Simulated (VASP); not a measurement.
# Yb (P6_3/mmc) in VASP: a series of runs

Runs on Yb. Level: PBE. Tasks: single point.

All numbers are computed with VASP 6.6.1; they aren't measurements. Logs are shortened: lines on timing, memory, paths and dates and some standing lists are left out, and cuts for length are marked.

**1. The cell of the first run**

Symmetry: P6_3/mmc, No. 194, hexagonal system. The conventional cell has a = 3.906 Å, b = 3.906 Å, c = 6.428 Å, α = 90.00°, β = 90.00°, γ = 120.00°. Yb (site symmetry -6m2) has 12 Yb at 3.91 to 3.93 Å within 5.1 Å.

This isn't the form of Yb at room conditions, which is fcc.

**2. Single point, PBE (42.46 Å³/atom)**

INCAR reads:

```
  PREC = Accurate
  ENCUT = 520
  EDIFF = 1E-6
  ISMEAR = -1
  SIGMA = 0.03
  LREAL = False
  LASPH = True
  NELM = 100
  ALGO = Normal
  ISIF = 2
  LWAVE = False
  LCHARG = False
  GGA = PE
  NBANDS = 31
```

KPOINTS reads:

```
regular mesh
0
Gamma
  11 11 6
```

POSCAR reads:

```
Yb
1.0
    3.9055945947      0.0000000000      0.0000000000
   -1.9527972974      3.3823441359      0.0000000000
    0.0000000000      0.0000000000      6.4281919610
Yb
2
Direct
    0.3333333333      0.6666666667      0.2500000000
    0.6666666667      0.3333333333      0.7500000000
```

Potentials or basis: VASP PAW PBE potentials, release 64 (Yb).

Started as:

```console
> cat potpaw_PBE.64/Yb/POTCAR > POTCAR
> mpirun -np 1 vasp_std > vasp.out
```

OUTCAR:

```text
PREC = Accurate
   ENCUT = 520
   EDIFF = 1E-6
   ISMEAR = -1
   LREAL = False
   LASPH = True
   NELM = 100
   ISIF = 2
   GGA = PE

 ion  position               nearest neighbor table
   1  0.333  0.667  0.250-
   2  0.667  0.333  0.750-

  LATTYP: Found a hexagonal cell.
 ALAT       =     3.9055945947
 C/A-ratio  =     1.6458932962

  Lattice vectors:

 A1 = (   3.9055945947,   0.0000000000,   0.0000000000)
 A2 = (  -1.9527972974,   3.3823441359,   0.0000000000)
 A3 = (   0.0000000000,   0.0000000000,   6.4281919610)

Analysis of symmetry for initial positions (statically):
=====================================================================
 Subroutine PRICEL returns:
 Original cell was already a primitive cell.

 Routine SETGRP: Setting up the symmetry group for a
 hexagonal supercell.

 Subroutine GETGRP returns: Found 24 space group operations
 (whereof 12 operations were pure point group operations)
 out of a pool of 24 trial point group operations.

The static configuration has the point symmetry D_3d.
 The point group associated with its full space group is D_6h.

Analysis of symmetry for dynamics (positions and initial velocities):
=====================================================================
 Subroutine PRICEL returns:
 Original cell was already a primitive cell.

 Routine SETGRP: Setting up the symmetry group for a
 hexagonal supercell.

 Subroutine GETGRP returns: Found 24 space group operations
 (whereof 12 operations were pure point group operations)
 out of a pool of 24 trial point group operations.

The dynamic configuration has the point symmetry D_3d.
 The point group associated with its full space group is D_6h.

 Subroutine INISYM returns: Found 24 space group operations
 (whereof 12 operations are pure point group operations),
 and found     1 'primitive' translations

----------------------------------------------------------------------------------------

                                     Primitive cell

  volume of cell :      84.9168

  direct lattice vectors                    reciprocal lattice vectors
     3.905594595  0.000000000  0.000000000     0.256042960  0.147826472  0.000000000
    -1.952797297  3.382344136  0.000000000     0.000000000  0.295652944  0.000000000
     0.000000000  0.000000000  6.428191961     0.000000000  0.000000000  0.155564738

  length of vectors
     3.905594595  3.905594595  6.428191961     0.295652944  0.295652944  0.155564738

  position of ions in fractional coordinates (direct lattice)
     0.333333333  0.666666667  0.250000000
     0.666666667  0.333333333  0.750000000

  ion indices of the primitive-cell ions
   primitive index   ion index
                 1           1
                 2           2

----------------------------------------------------------------------------------------

 KPOINTS: regular mesh

Automatic generation of k-mesh.
 Grid dimensions read from file:
 generate k-points for:   11   11    6

 Generating k-lattice:

  Cartesian coordinates                     Fractional coordinates (reciprocal lattice)
     0.023276633  0.013438770  0.000000000     0.090909091  0.000000000  0.000000000
     0.000000000  0.026877540  0.000000000     0.000000000  0.090909091  0.000000000
     0.000000000  0.000000000  0.025927456     0.000000000  0.000000000  0.166666667

  Length of vectors
     0.026877540  0.026877540  0.025927456

  Shift w.r.t. Gamma in fractional coordinates (k-lattice)
     0.000000000  0.000000000  0.000000000

 Subroutine IBZKPT returns following result:
 ===========================================

 Found     64 irreducible k-points:

 Following reciprocal coordinates:
            Coordinates               Weight
  0.000000  0.000000  0.000000      1.000000
  0.090909  0.000000  0.000000      6.000000
  0.181818  0.000000  0.000000      6.000000
  0.272727  0.000000  0.000000      6.000000
  0.363636  0.000000  0.000000      6.000000
  0.454545  0.000000  0.000000      6.000000
[... 16 lines left out ...]
  0.090909  0.090909  0.166667     12.000000
  0.181818  0.090909  0.166667     24.000000
 [... further k-points ...]
   k-points           NKPTS =     64   k-points in BZ     NKDIM =     64   number of bands    NBANDS=     31
   number of dos      NEDOS =    301   number of ions     NIONS =      2
   total plane-waves  NPLWV =  43200
   dimension x,y,z NGX =    30 NGY =   30 NGZ =   48
   dimension x,y,z NGXF=    60 NGYF=   60 NGZF=   96
   ions per type =               2
   NGX,Y,Z   is equivalent  to a cutoff of  12.77, 12.77, 12.41 a.u.
   NGXF,Y,Z  is equivalent  to a cutoff of  25.54, 25.54, 24.83 a.u.
 SYSTEM =  unknown system
   PREC   = accura    normal or accurate (medium, high low for compatibility)
   ISTART =      0    job   : 0-new  1-cont  2-samecut
   ICHARG =      2    charge: 1-file 2-atom 10-const
   ISPIN  =      1    spin polarized calculation?
   LNONCOLLINEAR =      F non collinear calculations
   LSORBIT =      F    spin-orbit coupling
   LASPH  =      T    aspherical Exc in radial PAW
   ENCUT  =  520.0 eV  38.22 Ry    6.18 a.u.   7.26  7.26 11.95*2*pi/ulx,y,z
   NELM   =    100;   NELMIN=  2; NELMDL= -5     # of ELM steps
   EDIFF  = 0.1E-05   stopping-criterion for ELM
   LREAL  =      F    real-space projection
   EDIFFG = 0.1E-04   stopping-criterion for IOM
   NSW    =      0    number of steps for IOM
   IBRION =     -1    ionic relax: 0-MD 1-quasi-New 2-CG
   NFREE  =      0    steps in history (QN), initial steepest desc. (CG)
   ISIF   =      2    stress and relaxation
   ISYM   =      2    0-nonsym 1-usesym 2-fastsym
   POTIM  = 0.5000    time-step for ionic-motion
   TEBEG  =    0.0;   TEEND  =   0.0 temperature during run
   PSTRESS=    0.0 pullay stress
   NELECT =      48.0000    total number of electrons
   NUPDOWN=      -1.0000    fix difference up-down
   EMIN   =  10.00;   EMAX   =-10.00  energy-range for DOS
   EFERMI =   0.00;   METHOD = LEGACY
   ISMEAR =    -1;   SIGMA  =   0.03  broadening in eV -4-tet -1-fermi 0-gaus
   EFERMI_NEDOS =   21; number of points for ismear=-14 and -15
   IALGO  =     38    algorithm
   IMIX   =      4    mixing-type and parameters
     AMIX     =   0.40;   BMIX     =  1.00
     AMIX_MAG =   1.60;   BMIX_MAG =  1.00
  volume/ion in A,a.u.               =      42.46       286.52
  Fermi-wavevector in a.u.,A,eV,Ry     =   1.353601  2.557935 24.929077  1.832235
  Thomas-Fermi vector in A             =   2.480843
   LORBIT       =      0    0 simple, 1 ext, 2 COOP (PROOUT), +10 PAW based schemes
   GGA     = PE    functional components
   LHFCALC =     F    Hartree Fock is set to
   AEXX    =    0.0000 exact exchange contribution
   IVDW    =     0    specifies the selected vdW correction
   LEPSILON=     F    determine dielectric tensor
   LRPA    =     F    only Hartree local field effects (RPA)
 non-spin polarized calculation
  energy-cutoff  :      520.00
  volume of cell :       84.92
 maximum number of plane-waves:      2305
 NGX is ok and might be reduce to    30
   NGX = 15   NGY = 15   NGZ = 23

 number of electron      48.0000049 magnetization

 Free energy of the ion-electron system (eV)
  ---------------------------------------------------
  ext. energy  EPLUGINS =         0.00000000
  ---------------------------------------------------
  free energy    TOTEN  =        -6.99890582 eV

  energy without entropy =       -6.99099447  energy(sigma->0) =       -6.99495015

 E-fermi :   1.0934     XC(G=0):  -8.7400

 val. band max:        1.0874070658   @ k =   0.2727   0.0909   0.0000
 cond. band min:       1.0942973856   @ k =   0.1818   0.0000   0.0000
 fundamental gap:      0.0068903198
 Fermi energy:         1.0934251168

 k-point     1 :       0.0000    0.0000    0.0000
  band No.  band energies     occupation
      1     -50.7513      2.00000
      2     -50.7443      2.00000
      3     -23.2166      2.00000
      4     -23.0547      2.00000
      5     -23.0547      2.00000
      6     -23.0309      2.00000
[... 23 lines left out ...]
     30       4.2505      0.00000
     31       4.9146      0.00000

 k-point     2 :       0.0909    0.0000    0.0000
  band No.  band energies     occupation
      1     -50.7507      2.00000
      2     -50.7440      2.00000
      3     -23.2116      2.00000
      4     -23.0665      2.00000
      5     -23.0584      2.00000
      6     -23.0412      2.00000
[... 23 lines left out ...]
     30       4.3929      0.00000
     31       4.6546      0.00000

 k-point     3 :       0.1818    0.0000    0.0000
  band No.  band energies     occupation
      1     -50.7493      2.00000
      2     -50.7433      2.00000
      3     -23.1978      2.00000
      4     -23.0981      2.00000
      5     -23.0735      2.00000
      6     -23.0681      2.00000
[... 23 lines left out ...]
     30       4.3590      0.00000
     31       4.4170      0.00000

 k-point     4 :       0.2727    0.0000    0.0000
  band No.  band energies     occupation
      1     -50.7473      2.00000
      2     -50.7424      2.00000
      3     -23.1775      2.00000
      4     -23.1397      2.00000
      5     -23.1148      2.00000
      6     -23.0804      2.00000
[... 23 lines left out ...]
     30       4.8286      0.00000
     31       4.9465      0.00000

 k-point     5 :       0.3636    0.0000    0.0000
  band No.  band energies     occupation
      1     -50.7454      2.00000
      2     -50.7418      2.00000
      3     -23.1781      2.00000
      4     -23.1550      2.00000
      5     -23.1518      2.00000
      6     -23.0915      2.00000
[... 23 lines left out ...]
     30       5.3629      0.00000
     31       5.7815      0.00000
[... 542 lines left out ...]
     30       5.3233      0.00000
     31       5.6134      0.00000

 k-point    22 :       0.4545    0.0000    0.1667
  band No.  band energies     occupation
      1     -50.7439      2.00000
      2     -50.7417      2.00000
      3     -23.2070      2.00000
      4     -23.1812      2.00000
      5     -23.1248      2.00000
      6     -23.0953      2.00000
[... 23 lines left out ...]
     30       5.8269      0.00000
     31       6.1350      0.00000

 k-point    23 :       0.0909    0.0909    0.1667
  band No.  band energies     occupation
      1     -50.7493      2.00000
      2     -50.7439      2.00000
      3     -23.1927      2.00000
      4     -23.0831      2.00000
      5     -23.0749      2.00000
      6     -23.0608      2.00000
[... 23 lines left out ...]
     30       4.4157      0.00000
     31       4.8040      0.00000

 k-point    24 :       0.1818    0.0909    0.1667
  band No.  band energies     occupation
      1     -50.7477      2.00000
      2     -50.7431      2.00000
      3     -23.1806      2.00000
      4     -23.1150      2.00000
      5     -23.1076      2.00000
      6     -23.0740      2.00000
[... 23 lines left out ...]
     30       4.6082      0.00000
     31       4.9064      0.00000

 [... further k-points ...]

------------------------ aborting loop because EDIFF is reached ----------------------------------------

  FORCE on cell =-STRESS in cart. coord.  units (eV):
  Direction    XX          YY          ZZ          XY          YZ          ZX
  --------------------------------------------------------------------------------------
  -------------------------------------------------------------------------------------
  Total       -0.6503285     -0.6503285     -0.6403306      0.0000000      0.0000000     -0.0000000
  in kB      -12.2701410    -12.2701410    -12.0815048      0.0000000      0.0000000     -0.0000000
  external PRESSURE =     -12.2072623 kB  Pullay stress =       0.0000000 kB

 VOLUME and BASIS-vectors are now :
 -----------------------------------------------------------------------------
  energy-cutoff  :      520.00
  volume of cell :       84.92
      direct lattice vectors                 reciprocal lattice vectors
     3.905594595  0.000000000  0.000000000     0.256042960  0.147826472  0.000000000
    -1.952797297  3.382344136  0.000000000     0.000000000  0.295652944  0.000000000
     0.000000000  0.000000000  6.428191961     0.000000000  0.000000000  0.155564738

 POSITION                                       TOTAL-FORCE (eV/Angst)
 -----------------------------------------------------------------------------------
     -0.00000      2.25490      1.60705        -0.000000      0.000000      0.000000
      1.95280      1.12745      4.82114         0.000000     -0.000000     -0.000000
 -----------------------------------------------------------------------------------
    total drift:                               -0.000000      0.000000     -0.000000

  FREE ENERGIE OF THE ION-ELECTRON SYSTEM (eV)
  ---------------------------------------------------
  free  energy   TOTEN  =        -6.9989058203 eV

  energy  without entropy=       -6.9909944710  energy(sigma->0) =       -6.99495015
```

It took 27 min on 1 thread of Intel Xeon 8259CL, shared host; peak memory 0.3 GiB.

What came out:

```
Free energy            : -6.9989 eV
Pressure               : -1.2 GPa
Band gap on the k mesh : zero (bands 24 and 25 overlap by 0.13 eV)
```

Caveat: spin-orbit coupling is left out, which moves the levels of the heavy elements.

**3. Single point, PBE (44.12 Å³/atom)**

This run uses another cell than the first one, of 44.12 Å³/atom.

INCAR reads:

```
SYSTEM = Yb
PREC = Accurate
ENCUT = 520
EDIFF = 1E-6
ISMEAR = -1
SIGMA = 0.03
LREAL = .FALSE.
LASPH = .TRUE.
NELM = 60
ALGO = Normal
ISIF = 2
LWAVE = .FALSE.
LCHARG = .TRUE.
GGA = PE
LELF = .TRUE.
LVHAR = .TRUE.
NBANDS = 31
```

KPOINTS reads:

```
Automatic mesh
0
G
  11 11 6
  0 0 0
```

POSCAR reads:

```
Yb
1.0
    3.9559949225      0.0000000000      0.0000000000
   -1.9779974613      3.4259921002      0.0000000000
    0.0000000000      0.0000000000      6.5111455227
Yb
2
Direct
    0.3333333333      0.6666666667      0.2500000000
    0.6666666667      0.3333333333      0.7500000000
```

Potentials or basis: VASP PAW PBE potentials, release 64 (Yb).

Started as:

```console
> cat potpaw_PBE.64/Yb/POTCAR > POTCAR
> mpirun -np 1 vasp_std > vasp.out
```

It took 23 min on 1 thread of Intel Xeon 8259CL, shared host; peak memory 0.31 GiB.

It converged, with:

* Free energy: -6.9427 eV
* Pressure: -2.1 GPa
* Band gap on the k mesh: zero (bands 24 and 25 overlap by 0.15 eV)

Stress tensor (GPa, compression positive):
```
-2.23  0.00  0.00
 0.00 -2.23  0.00
 0.00  0.00 -1.96
```

Levels at points of the mesh, in eV from the Fermi level:
```tsv
k point	band 21	band 22	band 23	band 24	band 25	band 26	band 27	band 28
(0.00, 0.00, 0.00)	-0.26	-0.26	-0.25	-0.25	0.02	2.59	2.64	2.64
(0.00, 0.00, 0.50)	-0.26	-0.26	-0.25	-0.25	1.43	1.43	2.63	2.63
```

Caveat: spin-orbit coupling is left out, which moves the levels of the heavy elements.
